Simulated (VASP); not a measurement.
Write the native input for VASP 6.6.1 that does the following.

- Task: single point
- Functional: PBE
- Potentials or basis: VASP PAW PBE potentials, release 64 (Sb, S)
- Cutoff: 520 eV
- k mesh: 6 × 6 × 6
- Occupations: gaussian, width 0.1 eV
- Spin: no spin polarisation
- Dipole correction: no
- Further INCAR settings: ALGO = Normal; EDIFF = 1e-07; NBANDS = 26

The structure of SbS5 lies in POSCAR:

```
SbS5
1.0
    3.4532535815      1.9937368849      3.5762233616
   -3.4532535815      1.9937368849      3.5762233616
    0.0000000000     -3.9874737698      3.5762233616
Sb S
1 5
Direct
    0.5000000000      0.5000000000      0.5000000000
    0.5000000000      0.5000000000      0.0000000000
    0.2156914628      0.2156914628      0.2156914628
    0.0000000000      0.5000000000      0.5000000000
    0.5000000000      0.0000000000      0.5000000000
    0.7843085372      0.7843085372      0.7843085372
```

The cell was generated, and may not be a known phase.

These files were run (other wordings do the same):

INCAR

```
SYSTEM = SbS5
PREC = Accurate
ENCUT = 520
EDIFF = 1E-7
ISMEAR = 0
SIGMA = 0.1
LREAL = .False.
LASPH = .True.
NELM = 100
ALGO = Normal
ISIF = 2
LWAVE = .False.
LCHARG = .False.
GGA = PE
NBANDS = 26
```

KPOINTS

```
regular mesh
0
Gamma
  6 6 6
  0 0 0
```

Potentials or basis: VASP PAW PBE potentials, release 64 (Sb, S).

Command:

```sh
$ cat potpaw_PBE.64/Sb/POTCAR potpaw_PBE.64/S/POTCAR > POTCAR
$ mpirun -np 1 vasp_std > vasp.out
```

It gave:

* Pressure: -0.2 GPa
* Largest force: 0.030 eV/Å
* Band gap on the k mesh: zero (an odd number of electrons rules out a gap without spin polarisation)

Caveat: spin-orbit coupling is left out, which moves the levels of the heavy elements; an odd number of electrons without spin polarisation forces a metal; a magnetic or distorted state may lie lower.

Wall time 65 s on 1 thread of Intel(R) Xeon(R) 6975P-C (Granite Rapids), on a shared host, peak memory 0.28 GiB.
